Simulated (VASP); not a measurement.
CaTi2N2:

```xyz
5
Lattice="3.2000 0.0000 0.0000 -1.6000 2.7713 0.0000 0.0000 0.0000 7.8400" Properties=species:S:1:pos:R:3 pbc="T T T"
Ca    0.0000    1.8475    5.0960
Ti    0.0000    0.0000    0.0000
Ti    1.6000    0.9238    2.3520
N     0.0000    1.8475    1.1760
N     0.0000    0.0000    3.6064
```

| Property | Result |
| --- | --- |
| Program | VASP 6.6.1 |
| Task | relaxation of cell and atoms |
| Functional | PBE |
| Potentials or basis | VASP PAW PBE potentials, release 64 (Ca_sv, Ti_sv, N) |
| Cutoff | 600 eV |
| k mesh | 4 × 4 × 2 |
| Occupations | gaussian, width 0.15 eV |
| Spin | collinear spin |
| Starting moments | [0.0, 1.0, 1.0, 0.0, 0.0] μB |

At the start: pressure -9.9 GPa; volume 13.91 Å³/atom.

Problem. How do energy, volume and symmetry change on relaxing?

Solution. Over 10 steps the energy falls by 75.8 meV/atom and the volume is 13.34 Å³/atom (-4.0 %); space group P3m1 (No. 156, to 0.1 Å) before and after; moment 0.00 μB per cell.

The path:
| step | energy change (eV) | largest force (eV/Å) | pressure (GPa) | volume (Å³) |
| --- | --- | --- | --- | --- |
| 1 | 0.0000 | 2.0209 | -9.91 | 69.53 |
| 2 | -0.1514 | 0.6946 | 14.26 | 61.22 |
| 3 | -0.2981 | 0.5983 | 2.69 | 64.41 |
| 4 | -0.3569 | 0.2653 | 0.95 | 65.60 |
| 5 | -0.3624 | 0.3855 | 0.36 | 66.10 |
| 6 | -0.3733 | 0.2101 | -0.32 | 66.55 |
| 7 | -0.3762 | 0.1724 | -0.82 | 66.91 |
| 8 | -0.3774 | 0.0942 | 0.98 | 66.36 |
| 9 | -0.3784 | 0.0841 | 0.26 | 66.58 |
| 10 | -0.3788 | 0.0321 | 0.02 | 66.71 |

Final structure:
```
Ca Ti N
1.0
     3.11510    0.00000    0.00000
    -1.55755    2.69775    0.00000
     0.00000    0.00000    7.93815
Ca Ti N
1 2 2
Direct
  0.33333 0.66667 0.63635
  0.00000 0.00000 0.01697
  0.66667 0.33333 0.30541
  0.33333 0.66667 0.15014
  0.00000 0.00000 0.45113
```

Caveat: the k points lie up to 0.58 Å⁻¹ apart in the final cell; the relaxation stopped at a loose force limit of 0.08 eV/Å, so its end isn't a converged minimum.
